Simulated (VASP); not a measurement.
# Cd (P6_3/mmc) in VASP: notebook

Cd is run at these levels: PBEsol, PBE; tasks: single point.

All numbers are computed with VASP 6.6.1; they aren't measurements. Logs are shortened: lines on timing, memory, paths and dates and some standing lists are left out, and cuts for length are marked.

## (1) The cell of the first run

Symmetry: P6_3/mmc, No. 194, hexagonal system. The conventional cell has a = 2.979 Å, b = 2.979 Å, c = 5.618 Å, α = 90.00°, β = 90.00°, γ = 120.00°. Cd (site symmetry -6m2) has 12 Cd at 2.98 to 3.29 Å within 3.9 Å.

## (2) Single point, PBEsol

INCAR reads:

```
SYSTEM = Cd
PREC     = Accurate       ! precision mode
ENCUT    = 520            ! plane-wave cutoff, eV
EDIFF    = 1E-6           ! SCF threshold, eV
ISMEAR   = -1             ! smearing method
SIGMA    = 0.05           ! smearing width, eV
LREAL    = .FALSE.        ! projectors in reciprocal space
LASPH    = .TRUE.         ! aspherical terms in the spheres
NELM     = 100            ! most SCF steps
ALGO     = Normal         ! electronic algorithm
ISIF     = 2              ! what is computed and relaxed
LWAVE    = .FALSE.        ! write WAVECAR
LCHARG   = .FALSE.        ! write CHGCAR
GGA      = PS             ! functional
NBANDS   = 19             ! bands
```

KPOINTS reads:

```
Automatic mesh
0
G
  14 14 7
  0 0 0
```

POSCAR reads:

```
Cd
1.0
    2.9788725081      0.0000000000      0.0000000000
   -1.4894362540      2.5797792666      0.0000000000
    0.0000000000      0.0000000000      5.6176500000
Cd
2
Direct
    0.3333333333      0.6666666667      0.2500000000
    0.6666666667      0.3333333333      0.7500000000
```

Potentials or basis: VASP PAW PBE potentials, release 64 (Cd).

On the command line:

```sh
$ cat potpaw_PBE.64/Cd/POTCAR > POTCAR
$ mpirun -np 1 vasp_std > vasp.out
```

OUTCAR:

```text
SYSTEM = Cd
   PREC = Accurate
   ENCUT = 520
   EDIFF = 1E-6
   ISMEAR = -1
   LREAL = .FALSE.
   LASPH = .TRUE.
   NELM = 100
   ISIF = 2
   GGA = PS

 ion  position               nearest neighbor table
   1  0.333  0.667  0.250-   2 3.29   2 3.29   2 3.29   2 3.29   2 3.29   2 3.29
   2  0.667  0.333  0.750-   1 3.29   1 3.29   1 3.29   1 3.29   1 3.29   1 3.29

  LATTYP: Found a hexagonal cell.
 ALAT       =     2.9788725081
 C/A-ratio  =     1.8858309594

  Lattice vectors:

 A1 = (   2.9788725081,   0.0000000000,   0.0000000000)
 A2 = (  -1.4894362540,   2.5797792666,   0.0000000000)
 A3 = (   0.0000000000,   0.0000000000,   5.6176500000)

Analysis of symmetry for initial positions (statically):
=====================================================================
 Subroutine PRICEL returns:
 Original cell was already a primitive cell.

 Routine SETGRP: Setting up the symmetry group for a
 hexagonal supercell.

 Subroutine GETGRP returns: Found 24 space group operations
 (whereof 12 operations were pure point group operations)
 out of a pool of 24 trial point group operations.

The static configuration has the point symmetry D_3d.
 The point group associated with its full space group is D_6h.

Analysis of symmetry for dynamics (positions and initial velocities):
=====================================================================
 Subroutine PRICEL returns:
 Original cell was already a primitive cell.

 Routine SETGRP: Setting up the symmetry group for a
 hexagonal supercell.

 Subroutine GETGRP returns: Found 24 space group operations
 (whereof 12 operations were pure point group operations)
 out of a pool of 24 trial point group operations.

The dynamic configuration has the point symmetry D_3d.
 The point group associated with its full space group is D_6h.

 Subroutine INISYM returns: Found 24 space group operations
 (whereof 12 operations are pure point group operations),
 and found     1 'primitive' translations

----------------------------------------------------------------------------------------

                                     Primitive cell

  volume of cell :      43.1707

  direct lattice vectors                    reciprocal lattice vectors
     2.978872508  0.000000000  0.000000000     0.335697482  0.193815032  0.000000000
    -1.489436254  2.579779267  0.000000000     0.000000000  0.387630063  0.000000000
     0.000000000  0.000000000  5.617650000     0.000000000  0.000000000  0.178010378

  length of vectors
     2.978872508  2.978872508  5.617650000     0.387630063  0.387630063  0.178010378

  position of ions in fractional coordinates (direct lattice)
     0.333333333  0.666666667  0.250000000
     0.666666667  0.333333333  0.750000000

  ion indices of the primitive-cell ions
   primitive index   ion index
                 1           1
                 2           2

----------------------------------------------------------------------------------------

 KPOINTS: Automatic mesh

Automatic generation of k-mesh.
 Grid dimensions read from file:
 generate k-points for:   14   14    7

 Generating k-lattice:

  Cartesian coordinates                     Fractional coordinates (reciprocal lattice)
     0.023978392  0.013843931  0.000000000     0.071428571  0.000000000  0.000000000
     0.000000000  0.027687862  0.000000000     0.000000000  0.071428571  0.000000000
     0.000000000  0.000000000  0.025430054     0.000000000  0.000000000  0.142857143

  Length of vectors
     0.027687862  0.027687862  0.025430054

  Shift w.r.t. Gamma in fractional coordinates (k-lattice)
     0.000000000  0.000000000  0.000000000

 Subroutine IBZKPT returns following result:
 ===========================================

 Found     96 irreducible k-points:

 Following reciprocal coordinates:
            Coordinates               Weight
  0.000000  0.000000  0.000000      1.000000
  0.071429 -0.000000  0.000000      6.000000
  0.142857 -0.000000  0.000000      6.000000
  0.214286 -0.000000  0.000000      6.000000
  0.285714  0.000000  0.000000      6.000000
  0.357143 -0.000000  0.000000      6.000000
[... 16 lines left out ...]
  0.285714  0.285714  0.000000      6.000000
  0.357143  0.285714  0.000000      6.000000
 [... further k-points ...]
   k-points           NKPTS =     96   k-points in BZ     NKDIM =     96   number of bands    NBANDS=     19
   number of dos      NEDOS =    301   number of ions     NIONS =      2
   total plane-waves  NPLWV =  24192
   dimension x,y,z NGX =    24 NGY =   24 NGZ =   42
   dimension x,y,z NGXF=    48 NGYF=   48 NGZF=   84
   ions per type =               2
   NGX,Y,Z   is equivalent  to a cutoff of  13.39, 13.39, 12.43 a.u.
   NGXF,Y,Z  is equivalent  to a cutoff of  26.79, 26.79, 24.86 a.u.
 SYSTEM =  Cd
   PREC   = accura    normal or accurate (medium, high low for compatibility)
   ISTART =      0    job   : 0-new  1-cont  2-samecut
   ICHARG =      2    charge: 1-file 2-atom 10-const
   ISPIN  =      1    spin polarized calculation?
   LNONCOLLINEAR =      F non collinear calculations
   LSORBIT =      F    spin-orbit coupling
   LASPH  =      T    aspherical Exc in radial PAW
   ENCUT  =  520.0 eV  38.22 Ry    6.18 a.u.   5.54  5.54 10.45*2*pi/ulx,y,z
   NELM   =    100;   NELMIN=  2; NELMDL= -5     # of ELM steps
   EDIFF  = 0.1E-05   stopping-criterion for ELM
   LREAL  =      F    real-space projection
   EDIFFG = 0.1E-04   stopping-criterion for IOM
   NSW    =      0    number of steps for IOM
   IBRION =     -1    ionic relax: 0-MD 1-quasi-New 2-CG
   NFREE  =      0    steps in history (QN), initial steepest desc. (CG)
   ISIF   =      2    stress and relaxation
   ISYM   =      2    0-nonsym 1-usesym 2-fastsym
   POTIM  = 0.5000    time-step for ionic-motion
   TEBEG  =    0.0;   TEEND  =   0.0 temperature during run
   PSTRESS=    0.0 pullay stress
   NELECT =      24.0000    total number of electrons
   NUPDOWN=      -1.0000    fix difference up-down
   EMIN   =  10.00;   EMAX   =-10.00  energy-range for DOS
   EFERMI =   0.00;   METHOD = LEGACY
   ISMEAR =    -1;   SIGMA  =   0.05  broadening in eV -4-tet -1-fermi 0-gaus
   EFERMI_NEDOS =   21; number of points for ismear=-14 and -15
   IALGO  =     38    algorithm
   IMIX   =      4    mixing-type and parameters
     AMIX     =   0.40;   BMIX     =  1.00
     AMIX_MAG =   1.60;   BMIX_MAG =  1.00
  volume/ion in A,a.u.               =      21.59       145.67
  Fermi-wavevector in a.u.,A,eV,Ry     =   1.346115  2.543789 24.654109  1.812026
  Thomas-Fermi vector in A             =   2.473973
   LORBIT       =      0    0 simple, 1 ext, 2 COOP (PROOUT), +10 PAW based schemes
   GGA     = PS    functional components
   LHFCALC =     F    Hartree Fock is set to
   AEXX    =    0.0000 exact exchange contribution
   IVDW    =     0    specifies the selected vdW correction
   LEPSILON=     F    determine dielectric tensor
   LRPA    =     F    only Hartree local field effects (RPA)
 non-spin polarized calculation
  energy-cutoff  :      520.00
  volume of cell :       43.17
 maximum number of plane-waves:      1186
 NGX is ok and might be reduce to    24
   NGX = 11   NGY = 11   NGZ = 21

 number of electron      23.9999993 magnetization

 Free energy of the ion-electron system (eV)
  ---------------------------------------------------
  ext. energy  EPLUGINS =         0.00000000
  ---------------------------------------------------
  free energy    TOTEN  =        -2.38891305 eV

  energy without entropy =       -2.38277820  energy(sigma->0) =       -2.38584563

 E-fermi :   2.8048     XC(G=0): -11.2099

 val. band max:        2.8012841856   @ k =   0.3571   0.1429   0.1429
 cond. band min:       2.8066339855   @ k =   0.3571   0.2143   0.2857
 fundamental gap:      0.0053497999
 Fermi energy:         2.8047833213

 k-point     1 :       0.0000    0.0000    0.0000
  band No.  band energies     occupation
      1      -7.0489      2.00000
      2      -6.7803      2.00000
      3      -6.4003      2.00000
      4      -6.4003      2.00000
      5      -6.3485      2.00000
      6      -6.3485      2.00000
[... 11 lines left out ...]
     18      17.6601      0.00000
     19      18.5175      0.00000

 k-point     2 :       0.0714   -0.0000    0.0000
  band No.  band energies     occupation
      1      -6.9950      2.00000
      2      -6.7273      2.00000
      3      -6.4200      2.00000
      4      -6.3677      2.00000
      5      -6.3527      2.00000
      6      -6.3026      2.00000
[... 11 lines left out ...]
     18      17.6373      0.00000
     19      18.9331      0.00000

 k-point     3 :       0.1429   -0.0000    0.0000
  band No.  band energies     occupation
      1      -6.8785      2.00000
      2      -6.6364      2.00000
      3      -6.4753      2.00000
      4      -6.3741      2.00000
      5      -6.2171      2.00000
      6      -6.1720      2.00000
[... 11 lines left out ...]
     18      17.1238      0.00000
     19      17.6151      0.00000

 k-point     4 :       0.2143   -0.0000    0.0000
  band No.  band energies     occupation
      1      -6.8629      2.00000
      2      -6.6273      2.00000
      3      -6.4671      2.00000
      4      -6.2550      2.00000
      5      -6.2497      2.00000
      6      -6.0148      2.00000
[... 11 lines left out ...]
     18      15.6766      0.00000
     19      16.2216      0.00000

 k-point     5 :       0.2857    0.0000    0.0000
  band No.  band energies     occupation
      1      -6.9626      2.00000
      2      -6.7526      2.00000
      3      -6.4776      2.00000
      4      -6.3074      2.00000
      5      -6.1292      2.00000
      6      -6.0546      2.00000
[... 11 lines left out ...]
     18      15.9001      0.00000
     19      16.2073      0.00000

 k-point     6 :       0.3571   -0.0000    0.0000
  band No.  band energies     occupation
      1      -7.0752      2.00000
      2      -6.8727      2.00000
      3      -6.6643      2.00000
      4      -6.2395      2.00000
      5      -6.1733      2.00000
      6      -6.1066      2.00000
[... 11 lines left out ...]
     18      15.6838      0.00000
     19      16.4514      0.00000

 k-point     7 :       0.4286   -0.0000    0.0000
  band No.  band energies     occupation
      1      -7.1564      2.00000
      2      -6.9556      2.00000
      3      -6.7836      2.00000
      4      -6.3128      2.00000
      5      -6.1419      2.00000
      6      -6.0848      2.00000
[... 11 lines left out ...]
     18      15.5575      0.00000
     19      15.8243      0.00000

 k-point     8 :       0.5000   -0.0000    0.0000
  band No.  band energies     occupation
      1      -7.1856      2.00000
      2      -6.9851      2.00000
      3      -6.8245      2.00000
      4      -6.3385      2.00000
      5      -6.1543      2.00000
      6      -6.0534      2.00000
[... 256 lines left out ...]
 k-point    20 :       0.2143    0.2143    0.0000
  band No.  band energies     occupation
      1      -6.6840      2.00000
      2      -6.6234      2.00000
      3      -6.6006      2.00000
      4      -6.3386      2.00000
      5      -6.2853      2.00000
      6      -6.1284      2.00000
[... 11 lines left out ...]
     18      12.0804      0.00000
     19      12.9829      0.00000

 k-point    21 :       0.2857    0.2143    0.0000
  band No.  band energies     occupation
      1      -6.7194      2.00000
      2      -6.6832      2.00000
      3      -6.5709      2.00000
      4      -6.3597      2.00000
      5      -6.1929      2.00000
      6      -6.1658      2.00000
[... 11 lines left out ...]
     18      11.0691      0.00000
     19      12.3288      0.00000

 k-point    22 :       0.3571    0.2143    0.0000
  band No.  band energies     occupation
      1      -6.7538      2.00000
      2      -6.7270      2.00000
      3      -6.5547      2.00000
      4      -6.3301      2.00000
      5      -6.2583      2.00000
      6      -6.0927      2.00000
[... 11 lines left out ...]
     18      10.7626      0.00000
     19      12.0917      0.00000

 k-point    23 :       0.2857    0.2857    0.0000
  band No.  band energies     occupation
      1      -6.6961      2.00000
      2      -6.5418      2.00000
      3      -6.4904      2.00000
      4      -6.3629      2.00000
      5      -6.2456      2.00000
      6      -6.1217      2.00000
[... 11 lines left out ...]
     18       9.5672      0.00000
     19      11.1042      0.00000

 k-point    24 :       0.3571    0.2857    0.0000
  band No.  band energies     occupation
      1      -6.6980      2.00000
      2      -6.5042      2.00000
      3      -6.3790      2.00000
      4      -6.3300      2.00000
      5      -6.3094      2.00000
      6      -6.1792      2.00000
[... 11 lines left out ...]
     18       8.7524      0.00000
     19      10.7810      0.00000

 [... further k-points ...]
[... 5 lines left out ...]
  --------------------------------------------------------------------------------------
  -------------------------------------------------------------------------------------
  Total       -0.2534498     -0.2534498     -0.3833967     -0.0000000      0.0000000      0.0000000
  in kB       -9.4061834     -9.4061834    -14.2288516     -0.0000000      0.0000000      0.0000000
  external PRESSURE =     -11.0137395 kB  Pullay stress =       0.0000000 kB

 VOLUME and BASIS-vectors are now :
 -----------------------------------------------------------------------------
  energy-cutoff  :      520.00
  volume of cell :       43.17
      direct lattice vectors                 reciprocal lattice vectors
     2.978872508  0.000000000  0.000000000     0.335697482  0.193815032  0.000000000
    -1.489436254  2.579779267  0.000000000     0.000000000  0.387630063  0.000000000
     0.000000000  0.000000000  5.617650000     0.000000000  0.000000000  0.178010378

 POSITION                                       TOTAL-FORCE (eV/Angst)
 -----------------------------------------------------------------------------------
     -0.00000      1.71985      1.40441         0.000000      0.000000      0.000000
      1.48944      0.85993      4.21324        -0.000000     -0.000000      0.000000
 -----------------------------------------------------------------------------------
    total drift:                                0.000000     -0.000000      0.000000

  FREE ENERGIE OF THE ION-ELECTRON SYSTEM (eV)
  ---------------------------------------------------
  free  energy   TOTEN  =        -2.3889130491 eV

  energy  without entropy=       -2.3827782009  energy(sigma->0) =       -2.38584563
```

Run time: 26 s. Hardware: 1 thread of Intel Xeon 6975P-C (Granite Rapids), shared host; peak memory 0.2 GiB.

Results:

```yaml
Free_energy: -2.3889 eV
Pressure: -1.1 GPa
Band_gap_on_the_k_mesh: zero (bands 12 and 13 overlap by 4.33 eV)
```

Caveat: the PAW data sets were made with another functional, which shifts forces and pressure a little.

(Part 1 of 2 ends here.)
